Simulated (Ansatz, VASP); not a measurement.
**Two plane-wave programs on Ca**

INCAR

```
SYSTEM = Ca
PREC     = Accurate       ! precision mode
ENCUT    = 520            ! plane-wave cutoff, eV
EDIFF    = 1E-6           ! SCF threshold, eV
ISMEAR   = -1             ! smearing method
SIGMA    = 0.15           ! smearing width, eV
LREAL    = .False.        ! projectors in reciprocal space
LASPH    = .True.         ! aspherical terms in the spheres
NELM     = 60             ! most SCF steps
ALGO     = Normal         ! electronic algorithm
ISIF     = 2              ! what is computed and relaxed
LWAVE    = .False.        ! write WAVECAR
LCHARG   = .False.        ! write CHGCAR
GGA      = PE             ! functional
NBANDS   = 11             ! bands
```

KPOINTS

```
regular mesh
0
Gamma
  6 6 6
  0 0 0
```

File POSCAR:

```
Ca
1.0
    0.0283625709      2.8368461014      2.6614593907
    2.7941674704     -0.0618964940      2.7517084722
    2.6859384558      2.8188661682      0.0463325207
Ca
1
Direct
    0.0000000000      0.0000000000      0.0000000000
```

Input for Ansatz:

```yaml
crystal:
  lattice:
    - [0.028362570863386973, 2.8368461013619073, 2.6614593907219977]
    - [2.794167470442872, -0.061896493964448865, 2.7517084722443554]
    - [2.6859384557543895, 2.818866168195783, 0.04633252072403342]
  atoms:
    - { symbol: Ca, position: [0.0, 0.0, 0.0] }
basis:
  ecutwfc: 540.0
  xc_grid: 2
kpoints:
  mp_grid:
    grid: [6, 6, 6]
hamiltonian:
  xc: pbe
scf:
  convergence:
    dr2_threshold: 1.0e-09
  occupations:
    method: fermi_dirac
    width: 0.15
output:
  forces: true
  stress: true
```

Alike in both runs: task single point; functional PBE; k mesh 6 × 6 × 6; occupations fermi-dirac, width 0.15 eV; no spin polarisation.

```csv
,VASP,Ansatz
version,VASP 6.6.1,Ansatz 0.2.0
potentials or method,"VASP PAW PBE potentials, release 64 (Ca_sv), cutoff 520 eV","plane waves, PAW"
valence electrons in the cell,10,10
```

```csv
,VASP,Ansatz,Ansatz less VASP
pressure (GPa),0.2,0.2,-0.02
"traceless stress, the component that is largest in VASP (GPa)",-0.91,-0.91,+0.001
```

Ansatz's warnings: stress scf threshold loose.
